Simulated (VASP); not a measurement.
# Se (P6/mmm) in VASP: notebook

The runs below take Se through single point, with PBE.

All numbers are computed with VASP 6.6.1; they aren't measurements. Logs are shortened: lines on timing, memory, paths and dates and some standing lists are left out, and cuts for length are marked.

## (1) The cell of the first run

Symmetry: P6/mmm, No. 191, hexagonal system. Conventional cell: a = 4.699 Å, b = 4.699 Å, c = 3.334 Å, α = 90.00°, β = 90.00°, γ = 120.00°. Se (site symmetry 6/mmm) has 14 Se at 3.18 to 3.33 Å within 4.2 Å. Se (site symmetry -6m2) has 11 Se at 2.71 to 3.33 Å within 3.6 Å.

## (2) Single point, PBE

File INCAR:

```
PREC     = Accurate       # precision mode
ENCUT    = 520            # plane-wave cutoff, eV
EDIFF    = 1E-7           # SCF threshold, eV
ISMEAR   = -1             # smearing method
SIGMA    = 0.1            # smearing width, eV
LREAL    = F              # projectors in reciprocal space
LASPH    = T              # aspherical terms in the spheres
NELM     = 100            # most SCF steps
ALGO     = Normal         # electronic algorithm
ISIF     = 2              # what is computed and relaxed
LWAVE    = F              # write WAVECAR
LCHARG   = T              # write CHGCAR
GGA      = PE             # functional
LELF     = T              # ELF
LVHAR    = T            
NBANDS   = 16             # bands
```

File KPOINTS:

```
regular mesh
0
Gamma
  7 7 10
```

File POSCAR:

```
Se
1.0
    4.6990280108      0.0000000000      0.0000000000
   -2.3495140054      4.0694776305      0.0000000000
    0.0000000000      0.0000000000      3.3338196200
Se
3
Direct
    0.0000000000      0.0000000000      0.0000000000
    0.3333333333      0.6666666667      0.5000000000
    0.6666666667      0.3333333333      0.5000000000
```

Potentials or basis: VASP PAW PBE potentials, release 64 (Se).

Launch:

```console
$ cat potpaw_PBE.64/Se/POTCAR > POTCAR
$ mpirun -np 1 vasp_std > vasp.out
```

OUTCAR:

```text
PREC = Accurate
   ENCUT = 520
   EDIFF = 1E-7
   ISMEAR = -1
   LREAL = F
   LASPH = T
   NELM = 100
   ISIF = 2
   GGA = PE

 ion  position               nearest neighbor table
   1  0.000  0.000  0.000-
   2  0.333  0.667  0.500-   3 2.71   3 2.71   3 2.71
   3  0.667  0.333  0.500-   2 2.71   2 2.71   2 2.71

  LATTYP: Found a hexagonal cell.
 ALAT       =     4.6990280108
 C/A-ratio  =     0.7094700462

  Lattice vectors:

 A1 = (   4.6990280108,   0.0000000000,   0.0000000000)
 A2 = (  -2.3495140054,   4.0694776305,   0.0000000000)
 A3 = (   0.0000000000,   0.0000000000,   3.3338196200)

Analysis of symmetry for initial positions (statically):
=====================================================================
 Subroutine PRICEL returns:
 Original cell was already a primitive cell.

 Routine SETGRP: Setting up the symmetry group for a
 hexagonal supercell.

 Subroutine GETGRP returns: Found 24 space group operations
 (whereof 24 operations were pure point group operations)
 out of a pool of 24 trial point group operations.

The static configuration has the point symmetry D_6h.

Analysis of symmetry for dynamics (positions and initial velocities):
=====================================================================
 Subroutine PRICEL returns:
 Original cell was already a primitive cell.

 Routine SETGRP: Setting up the symmetry group for a
 hexagonal supercell.

 Subroutine GETGRP returns: Found 24 space group operations
 (whereof 24 operations were pure point group operations)
 out of a pool of 24 trial point group operations.

The dynamic configuration has the point symmetry D_6h.

 Subroutine INISYM returns: Found 24 space group operations
 (whereof 24 operations are pure point group operations),
 and found     1 'primitive' translations

----------------------------------------------------------------------------------------

                                     Primitive cell

  volume of cell :      63.7513

  direct lattice vectors                    reciprocal lattice vectors
     4.699028011  0.000000000  0.000000000     0.212809968  0.122865892  0.000000000
    -2.349514005  4.069477630  0.000000000     0.000000000  0.245731784  0.000000000
     0.000000000  0.000000000  3.333819620     0.000000000  0.000000000  0.299956241

  length of vectors
[... 83 lines left out ...]
   NELM   =    100;   NELMIN=  2; NELMDL= -5     # of ELM steps
   EDIFF  = 0.1E-06   stopping-criterion for ELM
   LREAL  =      F    real-space projection
   EDIFFG = 0.1E-05   stopping-criterion for IOM
   NSW    =      0    number of steps for IOM
   IBRION =     -1    ionic relax: 0-MD 1-quasi-New 2-CG
   NFREE  =      0    steps in history (QN), initial steepest desc. (CG)
   ISIF   =      2    stress and relaxation
   ISYM   =      2    0-nonsym 1-usesym 2-fastsym
   POTIM  = 0.5000    time-step for ionic-motion
   TEBEG  =    0.0;   TEEND  =   0.0 temperature during run
   PSTRESS=    0.0 pullay stress
   NELECT =      18.0000    total number of electrons
   NUPDOWN=      -1.0000    fix difference up-down
   EMIN   =  10.00;   EMAX   =-10.00  energy-range for DOS
   EFERMI =   0.00;   METHOD = LEGACY
   ISMEAR =    -1;   SIGMA  =   0.10  broadening in eV -4-tet -1-fermi 0-gaus
   EFERMI_NEDOS =   21; number of points for ismear=-14 and -15
   IALGO  =     38    algorithm
   IMIX   =      4    mixing-type and parameters
     AMIX     =   0.40;   BMIX     =  1.00
     AMIX_MAG =   1.60;   BMIX_MAG =  1.00
  volume/ion in A,a.u.               =      21.25       143.40
  Fermi-wavevector in a.u.,A,eV,Ry     =   1.073996  2.029558 15.693882  1.153468
  Thomas-Fermi vector in A             =   2.209812
   LORBIT       =      0    0 simple, 1 ext, 2 COOP (PROOUT), +10 PAW based schemes
   GGA     = PE    functional components
   LHFCALC =     F    Hartree Fock is set to
   AEXX    =    0.0000 exact exchange contribution
   IVDW    =     0    specifies the selected vdW correction
   LEPSILON=     F    determine dielectric tensor
   LRPA    =     F    only Hartree local field effects (RPA)
 non-spin polarized calculation
  energy-cutoff  :      520.00
  volume of cell :       63.75
 maximum number of plane-waves:      1733
 NGX is ok and might be reduce to    36
   NGX = 17   NGY = 17   NGZ = 13

 number of electron      17.9999995 magnetization

 Free energy of the ion-electron system (eV)
  ---------------------------------------------------
  ext. energy  EPLUGINS =         0.00000000
  ---------------------------------------------------
  free energy    TOTEN  =        -8.73080686 eV

  energy without entropy =       -8.66108063  energy(sigma->0) =       -8.69594374

 E-fermi :   4.9763     XC(G=0): -10.3532

 val. band max:        4.9365737842   @ k =   0.4286  -0.0000   0.1000
 cond. band min:       4.9849492432   @ k =   0.2857  -0.0000   0.3000
 fundamental gap:      0.0483754590
 Fermi energy:         4.9762507287

 k-point     1 :       0.0000    0.0000    0.0000
  band No.  band energies     occupation
      1     -11.0065      2.00000
      2      -6.6743      2.00000
      3      -6.2118      2.00000
      4       0.0575      2.00000
      5       0.0575      2.00000
      6       1.1107      2.00000
[... 433 lines left out ...]
      3      -7.7944      2.00000
      4      -0.3496      2.00000
      5       1.2551      2.00000
      6       1.7865      2.00000
[... 8 lines left out ...]
     15      14.2568      0.00000
     16      15.0688      0.00000

 [... further k-points ...]

------------------------ aborting loop because EDIFF is reached ----------------------------------------

  FORCE on cell =-STRESS in cart. coord.  units (eV):
  Direction    XX          YY          ZZ          XY          YZ          ZX
  --------------------------------------------------------------------------------------
  -------------------------------------------------------------------------------------
  Total        0.0040789      0.0040789      0.0113416     -0.0000000     -0.0000000      0.0000000
  in kB        0.1025090      0.1025090      0.2850342     -0.0000000     -0.0000000      0.0000000
  external PRESSURE =       0.1633507 kB  Pullay stress =       0.0000000 kB

 VOLUME and BASIS-vectors are now :
 -----------------------------------------------------------------------------
  energy-cutoff  :      520.00
  volume of cell :       63.75
      direct lattice vectors                 reciprocal lattice vectors
     4.699028011  0.000000000  0.000000000     0.212809968  0.122865892  0.000000000
    -2.349514005  4.069477630  0.000000000     0.000000000  0.245731784  0.000000000
     0.000000000  0.000000000  3.333819620     0.000000000  0.000000000  0.299956241

 POSITION                                       TOTAL-FORCE (eV/Angst)
 -----------------------------------------------------------------------------------
      0.00000      0.00000      0.00000         0.000000      0.000000      0.000000
     -0.00000      2.71299      1.66691         0.000000     -0.000000     -0.000000
      2.34951      1.35649      1.66691        -0.000000      0.000000      0.000000
 -----------------------------------------------------------------------------------
    total drift:                               -0.000000     -0.000000     -0.000000

  FREE ENERGIE OF THE ION-ELECTRON SYSTEM (eV)
  ---------------------------------------------------
  free  energy   TOTEN  =        -8.7308068566 eV

  energy  without entropy=       -8.6610806319  energy(sigma->0) =       -8.69594374
```

OSZICAR:

```text
N       E                     dE             d eps       ncg     rms          rms(c)
DAV:   1     0.697412507578E+02    0.69741E+02   -0.75629E+03  1536   0.971E+02
DAV:   2    -0.509346709820E+01   -0.74835E+02   -0.71618E+02  2128   0.155E+02
DAV:   3    -0.876060008175E+01   -0.36671E+01   -0.36415E+01  1840   0.363E+01
DAV:   4    -0.877868075221E+01   -0.18081E-01   -0.18078E-01  2128   0.302E+00
DAV:   5    -0.877875990640E+01   -0.79154E-04   -0.79154E-04  1888   0.195E-01    0.561E+00
DAV:   6    -0.873863546416E+01    0.40124E-01   -0.12385E-01  1944   0.202E+00    0.345E+00
DAV:   7    -0.873211769125E+01    0.65178E-02   -0.40803E-02  1840   0.128E+00    0.188E+00
DAV:   8    -0.873092043275E+01    0.11973E-02   -0.13634E-02  1952   0.737E-01    0.139E-01
DAV:   9    -0.873082557823E+01    0.94855E-04   -0.13959E-03  1920   0.207E-01    0.723E-02
DAV:  10    -0.873080607575E+01    0.19502E-04   -0.12330E-04  2040   0.658E-02    0.177E-02
DAV:  11    -0.873080702477E+01   -0.94902E-06   -0.11648E-05  2000   0.202E-02    0.740E-03
DAV:  12    -0.873080679294E+01    0.23183E-06   -0.16785E-06  2032   0.896E-03    0.169E-03
DAV:  13    -0.873080685655E+01   -0.63613E-07   -0.12787E-07  1312   0.233E-03
   1 F= -.87308069E+01 E0= -.86959437E+01  d E =-.697262E-01
```

It took 64 s on 1 thread of AMD EPYC 7R43 (Zen 3), shared host; peak memory 0.16 GiB.

Results:

| Quantity | Value |
| --- | --- |
| Free energy | -8.7308 eV |
| Pressure | 0.0 GPa |
| Band gap on the k mesh | zero (band 9 reaches 6.70 eV, above the bottom of band 10 at 3.40 eV) |

## (3) Single point, PBE (volume scaled by 0.88)

File INCAR:

```
PREC = Accurate
ENCUT = 520
EDIFF = 1E-6
ISMEAR = -1
SIGMA = 0.1
LREAL = F
LASPH = T
NELM = 100
ALGO = Normal
ISIF = 2
LWAVE = F
LCHARG = T
GGA = PE
LELF = T
LVHAR = T
NBANDS = 16
```

File KPOINTS:

```
Automatic mesh
0
Gamma
  9 9 11
```

File POSCAR:

```
Se
1.0
    4.5030032240      0.0000000000      0.0000000000
   -2.2515016120      3.8997151853      0.0000000000
    0.0000000000      0.0000000000      3.1947459055
Se
3
Direct
    0.0000000000      0.0000000000      0.0000000000
    0.3333333333      0.6666666667      0.5000000000
    0.6666666667      0.3333333333      0.5000000000
```

Potentials or basis: VASP PAW PBE potentials, release 64 (Se).

Launch:

```console
$ cat potpaw_PBE.64/Se/POTCAR > POTCAR
$ mpirun -np 1 vasp_std > vasp.out
```

Run time: 70 s. Hardware: 1 thread of AMD EPYC 7R43 (Zen 3), shared host; peak memory 0.16 GiB.

Results (log left out):

- Free energy: -8.4785 eV
- Pressure: 11.5 GPa
- Band gap on the k mesh: zero (band 9 reaches 8.76 eV, above the bottom of band 10 at 4.56 eV)

Stress tensor (GPa, compression positive):
```
13.13  0.00  0.00
 0.00 13.13  0.00
 0.00  0.00  8.24
```

Levels at points of the mesh, in eV from the Fermi level:
| k point | band 7 | band 8 | band 9 | band 10 | band 11 | band 12 |
| --- | --- | --- | --- | --- | --- | --- |
| (0.00, 0.00, 0.00) | -4.67 | -2.56 | 2.14 | 2.30 | 3.86 | 3.86 |

## (4) Single point, PBE (volume scaled by 0.92)

File INCAR:

```
PREC = Accurate ; ENCUT = 520
EDIFF = 1E-6 ; ISMEAR = -1
SIGMA = 0.1 ; LREAL = F
LASPH = T ; NELM = 80
ALGO = Normal ; ISIF = 2
LWAVE = F ; LCHARG = T
GGA = PE ; LELF = T
LVHAR = T ; NBANDS = 16
```

File KPOINTS:

```
regular mesh
0
Gamma
  9 9 11
```

File POSCAR:

```
Se
1.0
    4.5702221374      0.0000000000      0.0000000000
   -2.2851110687      3.9579284719      0.0000000000
    0.0000000000      0.0000000000      3.2424357111
Se
3
Direct
    0.0000000000      0.0000000000      0.0000000000
    0.3333333333      0.6666666667      0.5000000000
    0.6666666667      0.3333333333      0.5000000000
```

Potentials or basis: VASP PAW PBE potentials, release 64 (Se).

Launch:

```console
$ cat potpaw_PBE.64/Se/POTCAR > POTCAR
$ mpirun -np 1 vasp_std > vasp.out
```

OUTCAR:

```text
PREC = Accurate
   ENCUT = 520
   EDIFF = 1E-6
   ISMEAR = -1
   LREAL = F
   LASPH = T
   NELM = 80
   ISIF = 2
   GGA = PE

 ion  position               nearest neighbor table
   1  0.000  0.000  0.000-
   2  0.333  0.667  0.500-   3 2.64   3 2.64   3 2.64
   3  0.667  0.333  0.500-   2 2.64   2 2.64   2 2.64

  LATTYP: Found a hexagonal cell.
 ALAT       =     4.5702221374
 C/A-ratio  =     0.7094700462

  Lattice vectors:

 A1 = (   4.5702221374,   0.0000000000,   0.0000000000)
 A2 = (  -2.2851110687,   3.9579284719,   0.0000000000)
 A3 = (   0.0000000000,   0.0000000000,   3.2424357111)

Analysis of symmetry for initial positions (statically):
=====================================================================
 Subroutine PRICEL returns:
 Original cell was already a primitive cell.

 Routine SETGRP: Setting up the symmetry group for a
 hexagonal supercell.

 Subroutine GETGRP returns: Found 24 space group operations
 (whereof 24 operations were pure point group operations)
 out of a pool of 24 trial point group operations.

The static configuration has the point symmetry D_6h.

Analysis of symmetry for dynamics (positions and initial velocities):
=====================================================================
 Subroutine PRICEL returns:
 Original cell was already a primitive cell.

 Routine SETGRP: Setting up the symmetry group for a
 hexagonal supercell.

 Subroutine GETGRP returns: Found 24 space group operations
 (whereof 24 operations were pure point group operations)
 out of a pool of 24 trial point group operations.

The dynamic configuration has the point symmetry D_6h.

 Subroutine INISYM returns: Found 24 space group operations
 (whereof 24 operations are pure point group operations),
 and found     1 'primitive' translations

[... 112 lines left out ...]
   EFERMI_NEDOS =   21; number of points for ismear=-14 and -15
   IALGO  =     38    algorithm
   IMIX   =      4    mixing-type and parameters
     AMIX     =   0.40;   BMIX     =  1.00
     AMIX_MAG =   1.60;   BMIX_MAG =  1.00
  volume/ion in A,a.u.               =      19.55       131.93
  Fermi-wavevector in a.u.,A,eV,Ry     =   1.104265  2.086759 16.590972  1.219402
  Thomas-Fermi vector in A             =   2.240736
   LORBIT       =      0    0 simple, 1 ext, 2 COOP (PROOUT), +10 PAW based schemes
   GGA     = PE    functional components
   LHFCALC =     F    Hartree Fock is set to
   AEXX    =    0.0000 exact exchange contribution
   IVDW    =     0    specifies the selected vdW correction
   LEPSILON=     F    determine dielectric tensor
   LRPA    =     F    only Hartree local field effects (RPA)
 non-spin polarized calculation
  energy-cutoff  :      520.00
  volume of cell :       58.65
 maximum number of plane-waves:      1620
 NGX is ok and might be reduce to    36
   NGX = 17   NGY = 17   NGZ = 13

 number of electron      18.0000001 magnetization

 Free energy of the ion-electron system (eV)
  ---------------------------------------------------
  ext. energy  EPLUGINS =         0.00000000
  ---------------------------------------------------
  free energy    TOTEN  =        -8.62235397 eV

  energy without entropy =       -8.55662864  energy(sigma->0) =       -8.58949131

 E-fermi :   6.0305     XC(G=0): -10.7393

 val. band max:        6.0235653050   @ k =   0.2222   0.1111   0.0909
 cond. band min:       6.0525191710   @ k =   0.1111   0.0000   0.1818
 fundamental gap:      0.0289538660
 Fermi energy:         6.0304898044

 k-point     1 :       0.0000    0.0000    0.0000
  band No.  band energies     occupation
      1     -10.7382      2.00000
      2      -5.6921      2.00000
      3      -5.1751      2.00000
      4       0.5565      2.00000
      5       0.5565      2.00000
      6       1.6461      2.00000
[... 433 lines left out ...]
      3      -7.5743      2.00000
      4       0.8049      2.00000
      5       2.4260      2.00000
      6       2.4260      2.00000
[... 8 lines left out ...]
     15      14.6167      0.00000
     16      16.0653      0.00000

 [... further k-points ...]

------------------------ aborting loop because EDIFF is reached ----------------------------------------

  FORCE on cell =-STRESS in cart. coord.  units (eV):
  Direction    XX          YY          ZZ          XY          YZ          ZX
  --------------------------------------------------------------------------------------
  -------------------------------------------------------------------------------------
  Total        2.8046151      2.8046151      1.8067136      0.0000000     -0.0000000      0.0000000
  in kB       76.6138395     76.6138395     49.3541031      0.0000000     -0.0000000      0.0000000
  external PRESSURE =      67.5272607 kB  Pullay stress =       0.0000000 kB

 VOLUME and BASIS-vectors are now :
 -----------------------------------------------------------------------------
  energy-cutoff  :      520.00
  volume of cell :       58.65
      direct lattice vectors                 reciprocal lattice vectors
     4.570222137  0.000000000  0.000000000     0.218807745  0.126328710  0.000000000
    -2.285111069  3.957928472  0.000000000     0.000000000  0.252657421  0.000000000
     0.000000000  0.000000000  3.242435711     0.000000000  0.000000000  0.308410124

 POSITION                                       TOTAL-FORCE (eV/Angst)
 -----------------------------------------------------------------------------------
      0.00000      0.00000      0.00000         0.000000      0.000000     -0.000000
     -0.00000      2.63862      1.62122        -0.000000      0.000000      0.000000
      2.28511      1.31931      1.62122         0.000000      0.000000     -0.000000
 -----------------------------------------------------------------------------------
    total drift:                               -0.000000      0.000000     -0.000000

  FREE ENERGIE OF THE ION-ELECTRON SYSTEM (eV)
  ---------------------------------------------------
  free  energy   TOTEN  =        -8.6223539744 eV

  energy  without entropy=       -8.5566286416  energy(sigma->0) =       -8.58949131
```

stdout:

```text
POSCAR found type information on POSCAR Se
 POSCAR found :  1 types and       3 ions
 scaLAPACK will be used
 LDA part: xc-table for (Slater+PW92), standard interpolation
 POSCAR, INCAR and KPOINTS ok, starting setup
 FFT: planning ... GRIDC
 FFT: planning ... GRID_SOFT
 FFT: planning ... GRID
 WAVECAR not read
 entering main loop
```

Wall time 73 s (1 thread of AMD EPYC 7R43 (Zen 3), shared host); peak memory 0.16 GiB.

What came out:

- Free energy: -8.6224 eV
- Pressure: 6.8 GPa
- Band gap on the k mesh: zero (band 9 reaches 8.01 eV, above the bottom of band 10 at 4.10 eV)

Stress tensor (GPa, compression positive):
```
7.66 0.00 0.00
0.00 7.66 0.00
0.00 0.00 4.94
```

## (5) Single point, PBE (volume scaled by 0.96)

File INCAR:

```
PREC     = Accurate       # precision mode
ENCUT    = 520            # plane-wave cutoff, eV
EDIFF    = 1E-6           # SCF threshold, eV
ISMEAR   = -1             # smearing method
SIGMA    = 0.1            # smearing width, eV
LREAL    = F              # projectors in reciprocal space
LASPH    = T              # aspherical terms in the spheres
NELM     = 100            # most SCF steps
ALGO     = Normal         # electronic algorithm
ISIF     = 2              # what is computed and relaxed
LWAVE    = F              # write WAVECAR
LCHARG   = F              # write CHGCAR
GGA      = PE             # functional
NBANDS   = 16             # bands
```

File KPOINTS:

```
Automatic mesh
0
Gamma
  9 9 11
```

File POSCAR:

```
Se
1.0
    4.6355198472      0.0000000000      0.0000000000
   -2.3177599236      4.0144779474      0.0000000000
    0.0000000000      0.0000000000      3.2887624802
Se
3
Direct
    0.0000000000      0.0000000000      0.0000000000
    0.3333333333      0.6666666667      0.5000000000
    0.6666666667      0.3333333333      0.5000000000
```

Launch:

```console
$ cat potpaw_PBE.64/Se/POTCAR > POTCAR
$ mpirun -np 1 vasp_std > vasp.out
```

Wall time 74 s (1 thread of AMD EPYC 7R43 (Zen 3), shared host); peak memory 0.17 GiB.

The run converged. Its results:

- Free energy: -8.6988 eV
- Pressure: 3.0 GPa
- Band gap on the k mesh: zero (band 9 reaches 7.33 eV, above the bottom of band 10 at 3.68 eV)

Stress tensor (GPa, compression positive):
```
3.30 0.00 0.00
0.00 3.30 0.00
0.00 0.00 2.33
```

Levels at points of the mesh, in eV from the Fermi level:
```csv
k point,band 6,band 7,band 8,band 9,band 10,band 11,band 12,band 13
"(0.00, 0.00, 0.00)",-4.12,-4.12,-2.28,1.84,1.99,3.39,3.39,4.44
```

(Part 1 of 2 ends here.)
